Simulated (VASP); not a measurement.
# BiAs (wurtzite type) (P6_3mc) in VASP: single point with PBEsol

Aim: the single point of BiAs (wurtzite type) with PBEsol.

Program: VASP 6.6.1. These are calculated values, not measurements. Logs are shortened: lines on timing, memory, paths and dates and some standing lists are left out, and cuts for length are marked.

### Step 1. The cell of the first run

Symmetry: P6_3mc, No. 186, hexagonal system. Conventional cell: a = 4.966 Å, b = 4.966 Å, c = 6.408 Å, α = 90.00°, β = 90.00°, γ = 120.00°. Within 3.7 Å of As (site symmetry 3m) lie 5 Bi at 2.76 to 3.65 Å. Bi (site symmetry 3m) has 5 As at 2.76 to 3.65 Å within 3.7 Å.

### Step 2. Single point, PBEsol (34.22 Å³/atom)

File INCAR:

```
SYSTEM = BiAs
  ALGO = Normal
  EDIFF = 1E-6
  ENCUT = 520
  GGA = PS
  ISIF = 2
  ISMEAR = -1
  LASPH = .TRUE.
  LCHARG = .FALSE.
  LREAL = .FALSE.
  LWAVE = .FALSE.
  NBANDS = 28
  NELM = 60
  PREC = Accurate
  SIGMA = 0.08
```

File KPOINTS:

```
k-points
0
G
  10 10 6
  0 0 0
```

File POSCAR:

```
BiAs
1.0
    4.9662288984      0.0000000000      0.0000000000
   -2.4831144492      4.3008803870      0.0000000000
    0.0000000000      0.0000000000      6.4078756807
As Bi
2 2
Direct
    0.3333333333      0.6666666667     -0.0274116519
    0.6666666667      0.3333333333      0.4725883481
    0.3333333333      0.6666666667      0.4034116519
    0.6666666667      0.3333333333      0.9034116519
```

Potentials or basis: VASP PAW PBE potentials, release 64 (As, Bi_d).

Started as:

```console
$ cat potpaw_PBE.64/As/POTCAR potpaw_PBE.64/Bi_d/POTCAR > POTCAR
$ mpirun -np 1 vasp_std > vasp.out
```

OUTCAR:

```text
SYSTEM = BiAs
   EDIFF = 1E-6
   ENCUT = 520
   GGA = PS
   ISIF = 2
   ISMEAR = -1
   LASPH = .TRUE.
   LREAL = .FALSE.
   NELM = 60
   PREC = Accurate

 ion  position               nearest neighbor table
   1  0.333  0.667  0.973-   3 2.76   4 2.90   4 2.90   4 2.90
   2  0.667  0.333  0.473-   4 2.76   3 2.90   3 2.90   3 2.90
   3  0.333  0.667  0.403-   1 2.76   2 2.90   2 2.90   2 2.90
   4  0.667  0.333  0.903-   2 2.76   1 2.90   1 2.90   1 2.90

  LATTYP: Found a hexagonal cell.
 ALAT       =     4.9662288984
 C/A-ratio  =     1.2902900393

  Lattice vectors:

 A1 = (   4.9662288984,   0.0000000000,   0.0000000000)
 A2 = (  -2.4831144492,   4.3008803870,   0.0000000000)
 A3 = (   0.0000000000,   0.0000000000,   6.4078756807)

Analysis of symmetry for initial positions (statically):
=====================================================================
 Subroutine PRICEL returns:
 Original cell was already a primitive cell.

 Routine SETGRP: Setting up the symmetry group for a
 hexagonal supercell.

 Subroutine GETGRP returns: Found 12 space group operations
 (whereof  6 operations were pure point group operations)
 out of a pool of 24 trial point group operations.

The static configuration has the point symmetry C_3v.
 The point group associated with its full space group is C_6v.

Analysis of symmetry for dynamics (positions and initial velocities):
=====================================================================
 Subroutine PRICEL returns:
 Original cell was already a primitive cell.

 Routine SETGRP: Setting up the symmetry group for a
 hexagonal supercell.

 Subroutine GETGRP returns: Found 12 space group operations
 (whereof  6 operations were pure point group operations)
 out of a pool of 24 trial point group operations.

The dynamic configuration has the point symmetry C_3v.
 The point group associated with its full space group is C_6v.

 Subroutine INISYM returns: Found 12 space group operations
 (whereof  6 operations are pure point group operations),
 and found     1 'primitive' translations

----------------------------------------------------------------------------------------

                                     Primitive cell

  volume of cell :     136.8668

  direct lattice vectors                    reciprocal lattice vectors
     4.966228898  0.000000000  0.000000000     0.201360030  0.116255268  0.000000000
    -2.483114449  4.300880387  0.000000000     0.000000000  0.232510535  0.000000000
     0.000000000  0.000000000  6.407875681     0.000000000  0.000000000  0.156057959

  length of vectors
     4.966228898  4.966228898  6.407875681     0.232510535  0.232510535  0.156057959

  position of ions in fractional coordinates (direct lattice)
     0.333333333  0.666666667  0.972588348
     0.666666667  0.333333333  0.472588348
     0.333333333  0.666666667  0.403411652
     0.666666667  0.333333333  0.903411652

  ion indices of the primitive-cell ions
   primitive index   ion index
                 1           1
                 2           2
                 3           3
                 4           4

----------------------------------------------------------------------------------------

 KPOINTS: k-points

Automatic generation of k-mesh.
 Grid dimensions read from file:
 generate k-points for:   10   10    6

 Generating k-lattice:

  Cartesian coordinates                     Fractional coordinates (reciprocal lattice)
     0.020136003  0.011625527  0.000000000     0.100000000  0.000000000  0.000000000
     0.000000000  0.023251054  0.000000000     0.000000000  0.100000000  0.000000000
     0.000000000  0.000000000  0.026009660     0.000000000  0.000000000  0.166666667

  Length of vectors
     0.023251054  0.023251054  0.026009660

  Shift w.r.t. Gamma in fractional coordinates (k-lattice)
     0.000000000  0.000000000  0.000000000

 Subroutine IBZKPT returns following result:
 ===========================================

 Found     56 irreducible k-points:

 Following reciprocal coordinates:
            Coordinates               Weight
  0.000000  0.000000  0.000000      1.000000
  0.100000  0.000000  0.000000      6.000000
  0.200000  0.000000  0.000000      6.000000
  0.300000 -0.000000  0.000000      6.000000
  0.400000  0.000000  0.000000      6.000000
  0.500000  0.000000  0.000000      3.000000
[... 16 lines left out ...]
  0.300000  0.100000  0.166667     24.000000
  0.400000  0.100000  0.166667     24.000000
 [... further k-points ...]
   k-points           NKPTS =     56   k-points in BZ     NKDIM =     56   number of bands    NBANDS=     28
   number of dos      NEDOS =    301   number of ions     NIONS =      4
   total plane-waves  NPLWV =  76800
   dimension x,y,z NGX =    40 NGY =   40 NGZ =   48
   dimension x,y,z NGXF=    80 NGYF=   80 NGZF=   96
   ions per type =               2   2
   NGX,Y,Z   is equivalent  to a cutoff of  13.39, 13.39, 12.45 a.u.
   NGXF,Y,Z  is equivalent  to a cutoff of  26.78, 26.78, 24.91 a.u.
 SYSTEM =  BiAs
   PREC   = accura    normal or accurate (medium, high low for compatibility)
   ISTART =      0    job   : 0-new  1-cont  2-samecut
   ICHARG =      2    charge: 1-file 2-atom 10-const
   ISPIN  =      1    spin polarized calculation?
   LNONCOLLINEAR =      F non collinear calculations
   LSORBIT =      F    spin-orbit coupling
   LASPH  =      T    aspherical Exc in radial PAW
   ENCUT  =  520.0 eV  38.22 Ry    6.18 a.u.   9.23  9.23 11.91*2*pi/ulx,y,z
   NELM   =     60;   NELMIN=  2; NELMDL= -5     # of ELM steps
   EDIFF  = 0.1E-05   stopping-criterion for ELM
   LREAL  =      F    real-space projection
   EDIFFG = 0.1E-04   stopping-criterion for IOM
   NSW    =      0    number of steps for IOM
   IBRION =     -1    ionic relax: 0-MD 1-quasi-New 2-CG
   NFREE  =      0    steps in history (QN), initial steepest desc. (CG)
   ISIF   =      2    stress and relaxation
   ISYM   =      2    0-nonsym 1-usesym 2-fastsym
   POTIM  = 0.5000    time-step for ionic-motion
   TEBEG  =    0.0;   TEEND  =   0.0 temperature during run
   PSTRESS=    0.0 pullay stress
   NELECT =      40.0000    total number of electrons
   NUPDOWN=      -1.0000    fix difference up-down
   EMIN   =  10.00;   EMAX   =-10.00  energy-range for DOS
   EFERMI =   0.00;   METHOD = LEGACY
   ISMEAR =    -1;   SIGMA  =   0.08  broadening in eV -4-tet -1-fermi 0-gaus
   EFERMI_NEDOS =   21; number of points for ismear=-14 and -15
   IALGO  =     38    algorithm
   IMIX   =      4    mixing-type and parameters
     AMIX     =   0.40;   BMIX     =  1.00
     AMIX_MAG =   1.60;   BMIX_MAG =  1.00
  volume/ion in A,a.u.               =      34.22       230.91
  Fermi-wavevector in a.u.,A,eV,Ry     =   1.086414  2.053025 16.058900  1.180296
  Thomas-Fermi vector in A             =   2.222550
   LORBIT       =      0    0 simple, 1 ext, 2 COOP (PROOUT), +10 PAW based schemes
   GGA     = PS    functional components
   LHFCALC =     F    Hartree Fock is set to
   AEXX    =    0.0000 exact exchange contribution
   IVDW    =     0    specifies the selected vdW correction
   LEPSILON=     F    determine dielectric tensor
   LRPA    =     F    only Hartree local field effects (RPA)
 non-spin polarized calculation
  energy-cutoff  :      520.00
  volume of cell :      136.87
 maximum number of plane-waves:      3720
 NGX is ok and might be reduce to    40
   NGX = 19   NGY = 19   NGZ = 23

 number of electron      39.9999994 magnetization

 Free energy of the ion-electron system (eV)
  ---------------------------------------------------
  ext. energy  EPLUGINS =         0.00000000
  ---------------------------------------------------
  free energy    TOTEN  =       -18.28302898 eV

  energy without entropy =      -18.26589103  energy(sigma->0) =      -18.27446000

 E-fermi :   4.4430     XC(G=0):  -8.8046

 val. band max:        4.4250097460   @ k =   0.4000   0.2000   0.0000
 cond. band min:       4.5043600208   @ k =   0.1000   0.0000   0.0000
 fundamental gap:      0.0793502748
 Fermi energy:         4.4430257553

 k-point     1 :       0.0000    0.0000    0.0000
  band No.  band energies     occupation
      1     -18.8242      2.00000
      2     -18.8055      2.00000
      3     -18.8031      2.00000
      4     -18.8031      2.00000
      5     -18.8010      2.00000
      6     -18.8010      2.00000
[... 20 lines left out ...]
     27       9.5545      0.00000
     28       9.5545      0.00000

 k-point     2 :       0.1000    0.0000    0.0000
  band No.  band energies     occupation
      1     -18.8241      2.00000
      2     -18.8069      2.00000
      3     -18.8027      2.00000
      4     -18.8020      2.00000
      5     -18.8007      2.00000
      6     -18.8006      2.00000
[... 20 lines left out ...]
     27       9.4252      0.00000
     28       9.5319      0.00000

 k-point     3 :       0.2000    0.0000    0.0000
  band No.  band energies     occupation
      1     -18.8238      2.00000
      2     -18.8090      2.00000
      3     -18.8019      2.00000
      4     -18.8003      2.00000
      5     -18.7997      2.00000
      6     -18.7995      2.00000
[... 20 lines left out ...]
     27       9.2226      0.00000
     28       9.5348      0.00000

 k-point     4 :       0.3000   -0.0000    0.0000
  band No.  band energies     occupation
      1     -18.8233      2.00000
      2     -18.8111      2.00000
      3     -18.8008      2.00000
      4     -18.7988      2.00000
      5     -18.7988      2.00000
      6     -18.7983      2.00000
[... 578 lines left out ...]
     27       9.1061      0.00000
     28       9.4845      0.00000

 k-point    23 :       0.3000    0.1000    0.1667
  band No.  band energies     occupation
      1     -18.8216      2.00000
      2     -18.8123      2.00000
      3     -18.8002      2.00000
      4     -18.7994      2.00000
      5     -18.7985      2.00000
      6     -18.7979      2.00000
[... 20 lines left out ...]
     27       8.9494      0.00000
     28       9.6980      0.00000

 k-point    24 :       0.4000    0.1000    0.1667
  band No.  band energies     occupation
      1     -18.8212      2.00000
      2     -18.8134      2.00000
      3     -18.7996      2.00000
      4     -18.7986      2.00000
      5     -18.7982      2.00000
      6     -18.7971      2.00000
[... 20 lines left out ...]
     27       9.1691      0.00000
     28       9.7824      0.00000

 [... further k-points ...]

------------------------ aborting loop because EDIFF is reached ----------------------------------------

  FORCE on cell =-STRESS in cart. coord.  units (eV):
  Direction    XX          YY          ZZ          XY          YZ          ZX
  --------------------------------------------------------------------------------------
  -------------------------------------------------------------------------------------
  Total       -0.1135192     -0.1135192     -0.2933468      0.0000000      0.0000000      0.0000000
  in kB       -1.3288675     -1.3288675     -3.4339479      0.0000000      0.0000000      0.0000000
  external PRESSURE =      -2.0305609 kB  Pullay stress =       0.0000000 kB

 VOLUME and BASIS-vectors are now :
 -----------------------------------------------------------------------------
  energy-cutoff  :      520.00
  volume of cell :      136.87
      direct lattice vectors                 reciprocal lattice vectors
     4.966228898  0.000000000  0.000000000     0.201360030  0.116255268  0.000000000
    -2.483114449  4.300880387  0.000000000     0.000000000  0.232510535  0.000000000
     0.000000000  0.000000000  6.407875681     0.000000000  0.000000000  0.156057959

 POSITION                                       TOTAL-FORCE (eV/Angst)
 -----------------------------------------------------------------------------------
     -0.00000      2.86725      6.23223        -0.000000      0.000000     -0.097013
      2.48311      1.43363      3.02829         0.000000      0.000000     -0.097013
     -0.00000      2.86725      2.58501         0.000000      0.000000      0.097013
      2.48311      1.43363      5.78895         0.000000     -0.000000      0.097013
 -----------------------------------------------------------------------------------
    total drift:                               -0.000000     -0.000000      0.003091

  FREE ENERGIE OF THE ION-ELECTRON SYSTEM (eV)
  ---------------------------------------------------
  free  energy   TOTEN  =       -18.2830289785 eV

  energy  without entropy=      -18.2658910293  energy(sigma->0) =      -18.27446000
```

It took 3 min on 1 thread of Intel Xeon Platinum 8375C at 2.90GHz (Ice Lake), shared host; peak memory 0.36 GiB.

What came out:

| Quantity | Value |
| --- | --- |
| Free energy | -18.2830 eV |
| Pressure | -0.2 GPa |
| Largest force | 0.097 eV/Å |
| Band gap on the k mesh | 0.08 eV (least direct gap 0.89 eV) |

Forces in eV/Å, atoms in the order of the input:
```
As   0.000  0.000 -0.097
As   0.000  0.000 -0.097
Bi   0.000  0.000  0.097
Bi   0.000  0.000  0.097
```

Caveat: the PAW data sets were made with another functional, which shifts forces and pressure a little; spin-orbit coupling is left out, which moves the levels of the heavy elements. A k mesh can miss the band edges.
